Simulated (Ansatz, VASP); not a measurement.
One calculation of Te, two programs

```xyz
3
Lattice="4.3611 -2.4423 0.0000 4.3611 2.4423 0.0000 -0.1344 0.0000 3.9573" Properties=species:S:1:pos:R:3 pbc="T T T"
Te    5.8055    0.0000    2.6712
Te    2.7823    0.0000    1.2861
Te    0.0000    0.0000    0.0000
```

Change from the starting cell: equal xx and yy strain of +3 %.

Alike in both runs: task single point; functional LDA; k mesh 8 × 8 × 8; occupations fermi-dirac, width 0.05 eV; no spin polarisation.

|  | VASP | Ansatz |
| --- | --- | --- |
| version | VASP 6.6.1 | Ansatz 0.2.0 |
| potentials or method | VASP PAW LDA potentials, release 64 (Te), cutoff 520 eV | all-electron LAPW, scalar-relativistic |

|  | VASP | Ansatz | Ansatz less VASP |
| --- | --- | --- | --- |
| pressure (GPa) | -0.3 | -0.3 | -0.04 |
| traceless stress, the component that is largest in VASP (GPa) | 3.27 | 3.33 | +0.056 |
| rms of the force components (eV/Å) | 0.132 | 0.128 | -0.0036 |

LDA's correlation is that of Perdew and Zunger in VASP and of Perdew and Wang (1992) in Ansatz. Atom by atom the forces differ by 0.004 eV/Å (rms over components). Ansatz ran all-electron here, and VASP with PAW potentials.

Neither program's run includes spin-orbit coupling.
